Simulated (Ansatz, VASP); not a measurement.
# Ge in VASP and in Ansatz

```
Ge
1.0
    -2.57449    2.57449    1.37645
     2.57449   -2.57449    1.37645
     2.57449    2.57449   -1.37645
Ge
2
Cartesian
  2.5745 0.0000 0.6882
  0.0000 0.0000 1.3765
```

Change from the starting cell: strain +0.000 along x and y, -0.015 along z, atoms carried along.

Alike in both runs: task single point; functional r2SCAN; k mesh 20 × 20 × 20; occupations gaussian, width 0.15 eV; no spin polarisation.

|  | VASP | Ansatz |
| --- | --- | --- |
| version | VASP 6.6.1 | Ansatz 0.2.0 |
| potentials or method | VASP PAW PBE potentials, release 64 (Ge_d), cutoff 520 eV | scalar-relativistic, plane waves, PAW |
| valence electrons in the cell | 28 | 28 |

```csv
,VASP,Ansatz,Ansatz less VASP
gap on the k mesh at the Fermi level (eV),none,none,-
pressure (GPa),1.7,1.9,+0.21
"traceless stress, the component that is largest in VASP (GPa)",1.53,1.53,+0.001
```

VASP's potentials were made for PBE, not for r2SCAN. A gap of «none» marks a metal or a gap that the smearing closes. With one functional, cell and mesh, what is left measures potentials, basis and numerics.
